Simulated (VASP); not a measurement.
**Os: single point with r2SCAN**

The system is Os.

```
CELL_PARAMETERS angstrom
0.00000 1.78213 2.31676
1.78213 0.00000 2.31676
1.78213 1.78213 0.00000
ATOMIC_POSITIONS crystal
Os 0.00000 0.00000 0.00000
```

This cell differs from its parent crystal: ratio of the length along z to the lengths across it x 1.3, volume and fractional coordinates fixed.

```
Program                : VASP 6.6.1
Task                   : single point
Functional             : r2SCAN
Potentials or basis    : VASP PAW PBE potentials, release 64 (Os)
Cutoff                 : 520 eV
k mesh                 : 24 × 24 × 24
Occupations            : gaussian, width 0.15 eV
Spin                   : no spin polarisation
Dipole correction      : no
Further INCAR settings : ALGO = Normal; EDIFF = 1e-07; NBANDS = 10
```

- Pressure: 0.9 GPa
- Band gap on the k mesh: zero (bands 4 and 5 overlap by 3.88 eV)

Stress tensor (GPa, compression positive):
```
 30.78   0.00   0.00
  0.00  30.78   0.00
  0.00   0.00 -58.75
```

Levels at points of the mesh, in eV from the Fermi level:
```csv
k point,band 1,band 2,band 3,band 4,band 5,band 6,band 7,band 8,band 9
"(0.00, 0.00, 0.00)",-10.97,-5.44,-3.18,-1.20,-1.20,2.26,15.93,15.98,23.63
"(0.50, 0.00, 0.00)",-7.61,-4.87,-1.36,-0.15,1.70,2.32,9.60,12.96,20.93
"(0.50, 0.50, 0.00)",-7.94,-6.97,-1.03,2.56,2.56,2.93,7.50,16.03,16.03
"(0.50, 0.00, 0.50)",-7.64,-6.40,0.41,1.13,4.34,5.15,10.11,12.99,15.04
```

It took 5.1 min on 1 thread of Intel(R) Xeon(R) Platinum 8259CL CPU @ 2.50GHz (Skylake/Cascade Lake), with other jobs on the host, peak memory 0.28 GiB.

Caveat: the stress differs along the axes, from -59 to 31 GPa; the PAW data sets were made with another functional, which shifts forces and pressure a little; spin-orbit coupling is left out, which moves the levels of the heavy elements.
